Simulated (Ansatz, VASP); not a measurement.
**Two plane-wave programs on ScAl3N3**

```
CELL_PARAMETERS angstrom
5.06416 0.00000 0.00000
-2.53208 4.38569 0.00000
0.00000 0.00000 4.80815
ATOMIC_POSITIONS crystal
Sc 0.00000 0.00000 0.00000
Al 0.16976 0.83024 0.50000
Al 0.16976 0.33952 0.50000
Al 0.66048 0.83024 0.50000
N 0.33333 0.66667 0.00000
N 0.66667 0.33333 0.36810
N 0.66667 0.33333 0.63190
```

Alike in both runs: functional PBE; k mesh 4 × 4 × 3; occupations gaussian, width 0.2 eV; no spin polarisation.

Ansatz relaxed the structure, and its values are those at the end. VASP's run is a single point on that final structure, the one shown.

|  | VASP | Ansatz |
| --- | --- | --- |
| version | VASP 6.6.1 | Ansatz 0.2.0 |
| potentials or method | VASP PAW PBE potentials, release 64 (Sc_sv, Al, N), cutoff 600 eV | scalar-relativistic, plane waves, PAW |
| valence electrons in the cell | 35 | 35 |

VASP gave:

| Quantity | Value |
| --- | --- |
| gap on the k mesh at the Fermi level (eV) | none |
| pressure (GPa) | 0.5 |
| rms of the force components (eV/Å) | 0.091 |

**Question.** Estimate Ansatz's values.

**Answer.** gap on the k mesh at the Fermi level (eV): none; pressure (GPa): 0.4; rms of the force components (eV/Å): 0.018.

A gap of «none» marks a metal or a gap that the smearing closes.

The k mesh is coarse, so the values compare programs but aren't converged.
